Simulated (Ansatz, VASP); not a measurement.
# Two plane-wave programs on GaN

Contents of POSCAR:

```
GaN
1.0
    0.0000000000      2.0452597773      2.0452597773
    2.0452597773      0.0000000000      2.0452597773
    2.0452597773      2.0452597773      0.0000000000
Ga N
1 1
Direct
    0.0000000000      0.0000000000      0.0000000000
    0.5000000000      0.5000000000      0.5000000000
```

File INCAR.step1:

```
  PREC = Accurate
  ENCUT = 520
  ISMEAR = 0
  SIGMA = 0.01
  LREAL = False
  LASPH = True
  NELM = 100
  NBANDS = 16
  GGA = PE
  ALGO = Normal
  EDIFF = 1E-4
  LWAVE = True
  LCHARG = False
```

Contents of INCAR.step2:

```
  PREC = Accurate
  ENCUT = 520
  EDIFF = 1E-6
  ISMEAR = 0
  SIGMA = 0.01
  LREAL = False
  LASPH = True
  NELM = 100
  ALGO = Normal
  ISIF = 2
  LWAVE = False
  LCHARG = False
  METAGGA = R2SCAN
  LMIXTAU = True
  NBANDS = 16
  ISTART = 1
```

Contents of KPOINTS:

```
Automatic mesh
0
Gamma
  10 10 10
```

Input for Ansatz:

```yaml
crystal:
  lattice:
    - [0.0, 2.0452597773, 2.0452597773]
    - [2.0452597773, 0.0, 2.0452597773]
    - [2.0452597773, 2.0452597773, 0.0]
  atoms:
    - { symbol: Ga, position: [0.0, 0.0, 0.0] }
    - { symbol: "N", position: [0.5, 0.5, 0.5] }
kpoints:
  mp_grid: { grid: [10, 10, 10] }
  band_path:
    path:
      - [0.0, 0.0, 0.0]
      - [0.5, 0.0, 0.5]
      - [0.625, 0.25, 0.625]
      - [0.375, 0.375, 0.75]
      - [0.5, 0.5, 0.5]
      - [0.5, 0.25, 0.75]
      - [0.179687, 0.179688, 0.356771]
      - [0.0, 0.5, 0.5]
    npoints: 1
hamiltonian:
  xc: r2scan
scf:
  occupations: { method: fixed }
  n_extra_bands: 4
output:
  forces: true
  stress: true
  eigenvalues: true
```

Change from the starting cell: hydrostatic strain -3.0%.

Alike in both runs: task single point; functional r2SCAN; k mesh 10 × 10 × 10; no spin polarisation.

|  | VASP | Ansatz |
| --- | --- | --- |
| version | VASP 6.6.1 | Ansatz 0.2.0 |
| potentials or method | VASP PAW PBE potentials, release 64 (Ga_d, N) | plane waves, PAW |
| plane-wave cutoff (eV) | 520 | 500 |
| occupations | gaussian, width 0.01 eV | fixed |
| valence electrons in the cell | 18 | 18 |

|  | VASP | Ansatz | Ansatz less VASP |
| --- | --- | --- | --- |
| gap on the k mesh at the Fermi level (eV) | 1.82 | 1.85 | +0.029 |
| pressure (GPa) | 29.1 | 27.3 | -1.77 |

VASP's potentials were made for PBE, not for r2SCAN.
